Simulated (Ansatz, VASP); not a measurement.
Ge in VASP and in Ansatz

INCAR

```
SYSTEM = Ge
ALGO     = Normal         ! electronic algorithm
EDIFF    = 1E-6           ! SCF threshold, eV
ENCUT    = 520            ! plane-wave cutoff, eV
GGA      = PE             ! functional
ISIF     = 2              ! what is computed and relaxed
ISMEAR   = -1             ! smearing method
LASPH    = .TRUE.         ! aspherical terms in the spheres
LCHARG   = .FALSE.        ! write CHGCAR
LREAL    = .FALSE.        ! projectors in reciprocal space
LWAVE    = .FALSE.        ! write WAVECAR
NBANDS   = 21             ! bands
NELM     = 80             ! most SCF steps
PREC     = Accurate       ! precision mode
SIGMA    = 0.02           ! smearing width, eV
```

Contents of KPOINTS:

```
k-points
0
G
  5 5 5
  0 0 0
```

Contents of POSCAR:

```
Ge
1.0
    0.0000000000      2.8289100000      2.8289100000
    2.8289100000      0.0000000000      2.8289100000
    2.8289100000      2.8289100000      0.0000000000
Ge
2
Direct
    0.7500000000      0.7500000000      0.7500000000
    0.5000000000      0.5000000000      0.5000000000
```

Contents of input.yaml:

```yaml
crystal:
  lattice:
    - [0.0, 2.82891, 2.82891]
    - [2.82891, 0.0, 2.82891]
    - [2.82891, 2.82891, 0.0]
  atoms:
    - { symbol: Ge, position: [0.75, 0.75, 0.75] }
    - { symbol: Ge, position: [0.5, 0.5, 0.5] }
kpoints:
  mp_grid: { grid: [5, 5, 5] }
scf:
  occupations: { method: fermi_dirac, width: 0.02 }
hamiltonian:
  xc: pbe
  pseudopotentials: { kind: all_electron, lapw: { basis_error: 0.003 } }
output:
  forces: true
  stress: true
  eigenvalues: true
```

Alike in both runs: task single point; functional PBE; k mesh 5 × 5 × 5; occupations fermi-dirac, width 0.02 eV; no spin polarisation.

```csv
,VASP,Ansatz
version,VASP 6.6.1,Ansatz 0.2.0
potentials or method,"VASP PAW PBE potentials, release 64 (Ge_d), cutoff 520 eV","all-electron LAPW, scalar-relativistic"
```

VASP gave:

```
gap on the k mesh at the Fermi level (eV) : 0.04
least direct gap on the mesh (eV)         : 0.04
pressure (GPa)                            : 3.6
```

Problem. Estimate Ansatz's values.

Solution. gap on the k mesh at the Fermi level (eV): 0.04; least direct gap on the mesh (eV): 0.04; pressure (GPa): 3.7.

Ansatz ran all-electron here, and VASP with PAW potentials.
